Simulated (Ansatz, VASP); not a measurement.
# Two plane-wave programs on Na3N2

```
CELL_PARAMETERS angstrom
6.56204 0.00000 0.00000
0.00000 6.56204 0.00000
0.00000 0.00000 8.47783
ATOMIC_POSITIONS crystal
Na 0.00000 0.50000 0.50000
Na 0.50000 0.00000 0.50000
Na 0.50000 0.50000 0.50000
N 0.50000 0.50000 0.06518
N 0.50000 0.50000 0.93482
```

Alike in both runs: functional PBE; k mesh 6 × 6 × 6; occupations gaussian, width 0.1 eV; no spin polarisation.

Ansatz relaxed the structure, and its values are those at the end. VASP's run is a single point on that final structure, the one shown.

```csv
,VASP,Ansatz
version,VASP 6.6.1,Ansatz 0.2.0
potentials or method,"VASP PAW PBE potentials, release 64 (Na_pv, N), cutoff 520 eV","scalar-relativistic, plane waves, PAW"
valence electrons in the cell,31,37
```

```csv
,VASP,Ansatz,Ansatz less VASP
gap on the k mesh at the Fermi level (eV),none,none,-
pressure (GPa),0.2,0.0,-0.24
rms of the force components (eV/Å),0.613,0.003,-0.6104
```

A gap of «none» marks a metal or a gap that the smearing closes. One of these differences is far larger than is usual between the two programs; its cause wasn't traced. VASP's potentials hold 31 valence electrons a cell and Ansatz's 37, so a difference there can come from the potentials and not from the codes. Ansatz's warnings: xc potential rough in thin density.

Noted on VASP's run: the standard files for N, O and F lose accuracy on very short bonds.
